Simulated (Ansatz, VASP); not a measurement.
# One calculation of TaN, two programs

File INCAR:

```
SYSTEM = TaN
PREC = Accurate ; ENCUT = 520
EDIFF = 1E-7 ; ISMEAR = 0
SIGMA = 0.15 ; LREAL = .FALSE.
LASPH = .TRUE. ; NELM = 100
ALGO = Normal ; ISIF = 2
LWAVE = .FALSE. ; LCHARG = .FALSE.
GGA = PE ; NBANDS = 15
```

Contents of KPOINTS:

```
regular mesh
0
G
  18 18 16
  0 0 0
```

Contents of POSCAR:

```
TaN
1.0
    2.8204789041      0.0000000000      0.0000000000
   -1.4102394520      2.6461569136      0.0000000000
    0.0000000000      0.0000000000      2.8830000000
Ta N
1 1
Direct
    0.3333333333      0.6666666667      0.5000000000
    0.0000000000      0.0000000000      0.0000000000
```

Input for Ansatz:

```yaml
crystal:
  lattice:
    - [2.8204789041, 0.0, 0.0]
    - [-1.410239452, 2.6461569136, 0.0]
    - [0.0, 0.0, 2.883]
  atoms:
    - { symbol: Ta, position: [0.3333333333, 0.6666666667, 0.5] }
    - { symbol: "N", position: [0.0, 0.0, 0.0] }
basis:
  ecutwfc: 420
kpoints:
  mp_grid: { grid: [18, 18, 16] }
hamiltonian:
  xc: pbe
scf:
  occupations: { method: gaussian, width: 0.15 }
output:
  forces: true
  stress: true
  eigenvalues: true
```

Change from the starting cell: strain -0.0400 x Voigt [1, -1, 0, 0, 0, 0], atoms carried along.

Alike in both runs: task single point; functional PBE; k mesh 18 × 18 × 16; occupations gaussian, width 0.15 eV; no spin polarisation.

|  | VASP | Ansatz |
| --- | --- | --- |
| version | VASP 6.6.1 | Ansatz 0.2.0 |
| potentials or method | VASP PAW PBE potentials, release 64 (Ta_pv, N), cutoff 520 eV | scalar-relativistic, plane waves, PAW |
| valence electrons in the cell | 16 | 18 |

Ansatz gave:

- gap on the k mesh at the Fermi level (eV): none
- pressure (GPa): 6.5
- traceless stress, the component that is largest in VASP (GPa): 20.55
- rms of the force components (eV/Å): 0.067

Question: Which values does VASP return?

Answer: gap on the k mesh at the Fermi level (eV): none; pressure (GPa): 7.2; traceless stress, the component that is largest in VASP (GPa): 20.53; rms of the force components (eV/Å): 0.073.

Atom by atom the forces differ by 0.006 eV/Å (rms over components). A gap of «none» marks a metal or a gap that the smearing closes. With one functional, cell and mesh, what is left measures potentials, basis and numerics. VASP's potentials hold 16 valence electrons a cell and Ansatz's 18, so a difference there can come from the potentials and not from the codes.

Neither program's run includes spin-orbit coupling.
